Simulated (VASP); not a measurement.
# Mo (Cmme) in VASP: single point with PBE

Aim: the single point of Mo with PBE.

All numbers are computed with VASP 6.6.1; they aren't measurements. Logs are shortened: lines on timing, memory, paths and dates and some standing lists are left out, and cuts for length are marked.

## Step 1: The cell of the first run

The structure is orthorhombic, space group Cmme (No. 67). The conventional cell has a = 3.160 Å, b = 4.470 Å, c = 9.339 Å, α = 90.00°, β = 90.00°, γ = 90.00°. Mo (site symmetry mm2) has 14 Mo at 2.74 to 3.45 Å within 3.6 Å. Mo (site symmetry mm2) has 14 Mo at 2.74 to 3.16 Å within 3.6 Å.

## Step 2: Single point, PBE

Input file INCAR:

```
  PREC = Accurate
  ENCUT = 520
  EDIFF = 1E-6
  ISMEAR = 0
  SIGMA = 0.15
  LREAL = F
  LASPH = T
  NELM = 100
  ALGO = Fast
  ISIF = 2
  LWAVE = F
  LCHARG = F
  GGA = PE
  NBANDS = 36
```

Input file KPOINTS:

```
Automatic mesh
0
Gamma
  17 17 5
```

Input file POSCAR:

```
Mo
1.0
   -1.5802339368      1.5802339368     -1.5802339368
   -1.5802339368     -1.5802339368      1.5802339368
    0.0000000000      6.6037784597      6.6037784597
Mo
4
Direct
    0.0000000000      0.0000000000      0.8375233683
    0.5000000000      0.5000000000      0.1196461955
    0.0000000000      0.0000000000      0.3589385864
    0.5000000000      0.5000000000      0.5982309773
```

Potentials or basis: VASP PAW PBE potentials, release 64 (Mo_sv).

The run is started by

```console
$ cat potpaw_PBE.64/Mo_sv/POTCAR > POTCAR
$ mpirun -np 1 vasp_std > vasp.out
```

OUTCAR:

```text
PREC = Accurate
   ENCUT = 520
   EDIFF = 1E-6
   ISMEAR = 0
   LREAL = F
   LASPH = T
   NELM = 100
   ISIF = 2
   GGA = PE

 ion  position               nearest neighbor table
   1  0.000  0.000  0.838-   4 2.74   4 2.74   2 3.07   2 3.07   4 3.16   4 3.16   2 3.45   2 3.45

   2  0.500  0.500  0.120-   3 2.74   3 2.74   1 3.07   1 3.07   3 3.16   3 3.16   1 3.45   1 3.45

   3  0.000  0.000  0.359-   2 2.74   4 2.74   2 2.74   4 2.74   2 3.16   4 3.16   2 3.16   4 3.16

   4  0.500  0.500  0.598-   3 2.74   3 2.74   1 2.74   1 2.74   3 3.16   3 3.16   1 3.16   1 3.16

  LATTYP: Found a base centered orthorhombic cell.
 ALAT       =     3.1604678736
 B/A-ratio  =     1.4142135624
 C/A-ratio  =     2.9549906641

  Lattice vectors:

 A1 = (  -1.5802339368,   1.5802339368,  -1.5802339368)
 A2 = (  -1.5802339368,  -1.5802339368,   1.5802339368)
 A3 = (   0.0000000000,   6.6037784597,   6.6037784597)

Analysis of symmetry for initial positions (statically):
=====================================================================
 Subroutine PRICEL returns:
 Original cell was already a primitive cell.

 Routine SETGRP: Setting up the symmetry group for a
 base centered orthorhombic supercell.

 Subroutine GETGRP returns: Found  8 space group operations
 (whereof  4 operations were pure point group operations)
 out of a pool of  8 trial point group operations.

The static configuration has the point symmetry C_2v.
 The point group associated with its full space group is D_2h.

Analysis of symmetry for dynamics (positions and initial velocities):
=====================================================================
 Subroutine PRICEL returns:
 Original cell was already a primitive cell.

 Routine SETGRP: Setting up the symmetry group for a
 base centered orthorhombic supercell.

 Subroutine GETGRP returns: Found  8 space group operations
 (whereof  4 operations were pure point group operations)
 out of a pool of  8 trial point group operations.

The dynamic configuration has the point symmetry C_2v.
 The point group associated with its full space group is D_2h.

 Subroutine INISYM returns: Found  8 space group operations
 (whereof  4 operations are pure point group operations),
 and found     1 'primitive' translations

----------------------------------------------------------------------------------------

                                     Primitive cell

  volume of cell :      65.9622

  direct lattice vectors                    reciprocal lattice vectors
    -1.580233937  1.580233937 -1.580233937    -0.316408848  0.158204424 -0.158204424
    -1.580233937 -1.580233937  1.580233937    -0.316408848 -0.158204424  0.158204424
     0.000000000  6.603778460  6.603778460     0.000000000  0.075714230  0.075714230

  length of vectors
     2.737045466  2.737045466  9.339153061     0.387520114  0.387520114  0.107076091

  position of ions in fractional coordinates (direct lattice)
     0.000000000  0.000000000  0.837523368
     0.500000000  0.500000000  0.119646196
     0.000000000  0.000000000  0.358938586
     0.500000000  0.500000000  0.598230977

  ion indices of the primitive-cell ions
   primitive index   ion index
                 1           1
                 2           2
                 3           3
                 4           4

----------------------------------------------------------------------------------------

 KPOINTS: Automatic mesh

Automatic generation of k-mesh.
 Grid dimensions read from file:
 generate k-points for:   17   17    5

 Generating k-lattice:

  Cartesian coordinates                     Fractional coordinates (reciprocal lattice)
    -0.018612285  0.009306143 -0.009306143     0.058823529  0.000000000  0.000000000
    -0.018612285 -0.009306143  0.009306143     0.000000000  0.058823529  0.000000000
     0.000000000  0.015142846  0.015142846     0.000000000  0.000000000  0.200000000

  Length of vectors
     0.022795301  0.022795301  0.021415218

  Shift w.r.t. Gamma in fractional coordinates (k-lattice)
     0.000000000  0.000000000  0.000000000

 Subroutine IBZKPT returns following result:
 ===========================================

 Found    243 irreducible k-points:

 Following reciprocal coordinates:
            Coordinates               Weight
  0.000000  0.000000  0.000000      1.000000
  0.058824  0.000000  0.000000      4.000000
  0.117647  0.000000  0.000000      4.000000
  0.176471  0.000000  0.000000      4.000000
  0.235294  0.000000  0.000000      4.000000
  0.294118  0.000000  0.000000      4.000000
[... 16 lines left out ...]
 -0.176471  0.058824  0.000000      4.000000
 -0.117647  0.058824  0.000000      4.000000
 [... further k-points ...]
   k-points           NKPTS =    243   k-points in BZ     NKDIM =    243   number of bands    NBANDS=     36
   number of dos      NEDOS =    301   number of ions     NIONS =      4
   total plane-waves  NPLWV =  28000
   dimension x,y,z NGX =    20 NGY =   20 NGZ =   70
   dimension x,y,z NGXF=    40 NGYF=   40 NGZF=  140
   ions per type =               4
   NGX,Y,Z   is equivalent  to a cutoff of  12.15, 12.15, 12.46 a.u.
   NGXF,Y,Z  is equivalent  to a cutoff of  24.30, 24.30, 24.92 a.u.
 SYSTEM =  unknown system
   PREC   = accura    normal or accurate (medium, high low for compatibility)
   ISTART =      0    job   : 0-new  1-cont  2-samecut
   ICHARG =      2    charge: 1-file 2-atom 10-const
   ISPIN  =      1    spin polarized calculation?
   LNONCOLLINEAR =      F non collinear calculations
   LSORBIT =      F    spin-orbit coupling
   LASPH  =      T    aspherical Exc in radial PAW
   ENCUT  =  520.0 eV  38.22 Ry    6.18 a.u.   5.09  5.09 17.36*2*pi/ulx,y,z
   NELM   =    100;   NELMIN=  2; NELMDL= -5     # of ELM steps
   EDIFF  = 0.1E-05   stopping-criterion for ELM
   LREAL  =      F    real-space projection
   EDIFFG = 0.1E-04   stopping-criterion for IOM
   NSW    =      0    number of steps for IOM
   IBRION =     -1    ionic relax: 0-MD 1-quasi-New 2-CG
   NFREE  =      0    steps in history (QN), initial steepest desc. (CG)
   ISIF   =      2    stress and relaxation
   ISYM   =      2    0-nonsym 1-usesym 2-fastsym
   POTIM  = 0.5000    time-step for ionic-motion
   TEBEG  =    0.0;   TEEND  =   0.0 temperature during run
   PSTRESS=    0.0 pullay stress
   NELECT =      56.0000    total number of electrons
   NUPDOWN=      -1.0000    fix difference up-down
   EMIN   =  10.00;   EMAX   =-10.00  energy-range for DOS
   EFERMI =   0.00;   METHOD = LEGACY
   ISMEAR =     0;   SIGMA  =   0.15  broadening in eV -4-tet -1-fermi 0-gaus
   EFERMI_NEDOS =   21; number of points for ismear=-14 and -15
   IALGO  =     68    algorithm
   IMIX   =      4    mixing-type and parameters
     AMIX     =   0.40;   BMIX     =  1.00
     AMIX_MAG =   1.60;   BMIX_MAG =  1.00
  volume/ion in A,a.u.               =      16.49       111.28
  Fermi-wavevector in a.u.,A,eV,Ry     =   1.550145  2.929350 32.694128  2.402951
  Thomas-Fermi vector in A             =   2.654851
   LORBIT       =      0    0 simple, 1 ext, 2 COOP (PROOUT), +10 PAW based schemes
   GGA     = PE    functional components
   LHFCALC =     F    Hartree Fock is set to
   AEXX    =    0.0000 exact exchange contribution
   IVDW    =     0    specifies the selected vdW correction
   LEPSILON=     F    determine dielectric tensor
   LRPA    =     F    only Hartree local field effects (RPA)
 non-spin polarized calculation
 RMM-DIIS sequential band-by-band and
 Gauss-broadening in eV      SIGMA  =   0.15
  energy-cutoff  :      520.00
  volume of cell :       65.96
 maximum number of plane-waves:      1806
   NGX = 11   NGY = 11   NGZ = 35

 number of electron      55.9999991 magnetization

 Free energy of the ion-electron system (eV)
  ---------------------------------------------------
  ext. energy  EPLUGINS =         0.00000000
  ---------------------------------------------------
  free energy    TOTEN  =       -43.39668090 eV

  energy without entropy =      -43.36822546  energy(sigma->0) =      -43.38245318

 E-fermi :  11.7758     XC(G=0): -13.0732

 val. band max:       11.7734356956   @ k =   0.2941   0.1765   0.4000
 cond. band min:      11.7769321826   @ k =   0.3529   0.1765   0.2000
 fundamental gap:      0.0034964870
 Fermi energy:        11.7757619428

 k-point     1 :       0.0000    0.0000    0.0000
  band No.  band energies     occupation
      1     -49.5376      2.00000
      2     -49.4663      2.00000
      3     -49.4086      2.00000
      4     -49.3209      2.00000
      5     -24.0983      2.00000
      6     -23.6471      2.00000
[... 28 lines left out ...]
     35      13.4177      0.00000
     36      13.5922      0.00000

 k-point     2 :       0.0588    0.0000    0.0000
  band No.  band energies     occupation
      1     -49.5316      2.00000
      2     -49.4616      2.00000
      3     -49.4048      2.00000
      4     -49.3184      2.00000
      5     -24.0857      2.00000
      6     -23.6505      2.00000
[... 28 lines left out ...]
     35      13.3935      0.00000
     36      13.6611      0.00000

 k-point     3 :       0.1176    0.0000    0.0000
  band No.  band energies     occupation
      1     -49.5142      2.00000
      2     -49.4481      2.00000
      3     -49.3940      2.00000
      4     -49.3115      2.00000
      5     -24.0489      2.00000
      6     -23.6640      2.00000
[... 28 lines left out ...]
     35      13.3351      0.00000
     36      13.8048      0.00000
[... 742 lines left out ...]
 k-point    23 :      -0.1765    0.0588    0.0000
  band No.  band energies     occupation
      1     -49.4920      2.00000
      2     -49.4282      2.00000
      3     -49.3755      2.00000
      4     -49.2953      2.00000
      5     -24.0142      2.00000
      6     -23.6612      2.00000
[... 28 lines left out ...]
     35      13.2249      0.00000
     36      13.6384      0.00000

 k-point    24 :      -0.1176    0.0588    0.0000
  band No.  band energies     occupation
      1     -49.5157      2.00000
      2     -49.4473      2.00000
      3     -49.3914      2.00000
      4     -49.3066      2.00000
      5     -24.0609      2.00000
      6     -23.6410      2.00000
[... 28 lines left out ...]
     35      13.3268      0.00000
     36      13.4416      0.00000

 [... further k-points ...]
[... 5 lines left out ...]
  --------------------------------------------------------------------------------------
  -------------------------------------------------------------------------------------
  Total       -1.7715128     -3.4309155     -3.4309155      0.0000000     -1.1947434      0.0000000
  in kB      -43.0288390    -83.3345980    -83.3345980      0.0000000    -29.0195017      0.0000000
  external PRESSURE =     -69.8993450 kB  Pullay stress =       0.0000000 kB

 VOLUME and BASIS-vectors are now :
 -----------------------------------------------------------------------------
  energy-cutoff  :      520.00
  volume of cell :       65.96
      direct lattice vectors                 reciprocal lattice vectors
    -1.580233937  1.580233937 -1.580233937    -0.316408848  0.158204424 -0.158204424
    -1.580233937 -1.580233937  1.580233937    -0.316408848 -0.158204424  0.158204424
     0.000000000  6.603778460  6.603778460     0.000000000  0.075714230  0.075714230

 POSITION                                       TOTAL-FORCE (eV/Angst)
 -----------------------------------------------------------------------------------
      0.00000      5.53082      5.53082         0.000000      0.939642      0.939642
     -1.58023      0.79012      0.79012         0.000000     -0.939642     -0.939642
      0.00000      2.37035      2.37035        -0.000000     -0.093338     -0.093338
     -1.58023      3.95058      3.95058        -0.000000      0.093338      0.093338
 -----------------------------------------------------------------------------------
    total drift:                                0.000000      0.000001      0.000001

  FREE ENERGIE OF THE ION-ELECTRON SYSTEM (eV)
  ---------------------------------------------------
  free  energy   TOTEN  =       -43.3966809047 eV

  energy  without entropy=      -43.3682254646  energy(sigma->0) =      -43.38245318
```

Run time: 4.1 min. Hardware: 1 thread of Intel Xeon 6975P-C (Granite Rapids), shared host; peak memory 0.47 GiB.

Results:

```yaml
Free_energy: -43.3967 eV
Pressure: -7.0 GPa
Largest_force: 1.329 eV/Å
Band_gap_on_the_k_mesh: zero (bands 28 and 29 overlap by 2.27 eV)
```

Forces in eV/Å, atoms in the order of the input:
```
Mo   0.000  0.940  0.940
Mo   0.000 -0.940 -0.940
Mo   0.000 -0.093 -0.093
Mo   0.000  0.093  0.093
```

Stress tensor (GPa, compression positive):
```
-4.30  0.00  0.00
 0.00 -8.33 -2.90
 0.00 -2.90 -8.33
```

Caveat: the cell stands under tension; forces of over 1 eV/Å act on the atoms, so gaps and moduli don't describe the material at rest.
